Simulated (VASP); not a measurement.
Here is a VASP 6.6.1 calculation.

Contents of INCAR:

```
SYSTEM = HfN
PREC = Accurate
ENCUT = 600
EDIFF = 1E-6
ISMEAR = -1
SIGMA = 0.1
LREAL = .FALSE.
LASPH = .TRUE.
NELM = 120
ALGO = Normal
ISIF = 2
LWAVE = .FALSE.
LCHARG = .FALSE.
GGA = PE
NBANDS = 23
GGA_COMPAT = .FALSE.
```

Contents of KPOINTS:

```
regular mesh
0
G
  8 8 4
  0 0 0
```

The input POSCAR:

```
HfN
1.0
    3.1339080200      0.0000000000      0.0000000000
   -1.5669540100      2.7140439584      0.0000000000
    0.0000000000      0.0000000000      5.4167677200
Hf N
2 2
Direct
    0.6666666667      0.3333333333      0.7500000000
    0.3333333333      0.6666666667      0.2500000000
    0.0000000000      0.0000000000      0.0000000000
    0.0000000000      0.0000000000      0.5000000000
```

Potentials or basis: VASP PAW PBE potentials, release 64 (Hf_pv, N).

Launch:

```bash
$ cat potpaw_PBE.64/Hf_pv/POTCAR potpaw_PBE.64/N/POTCAR > POTCAR
$ mpirun -np 1 vasp_std > vasp.out
```

**Question.** What does it give for the band gap on the k mesh?

**Answer.** Zero (bands 15 and 16 overlap by 2.30 eV).

**Question.** Estimate the pressure.

**Answer.** 4.0 GPa.

Stress tensor (GPa, compression positive):
```
3.87 0.00 0.00
0.00 3.87 0.00
0.00 0.00 4.14
```

Caveat: the cell stands under pressure; spin-orbit coupling is left out, which moves the levels of the heavy elements.
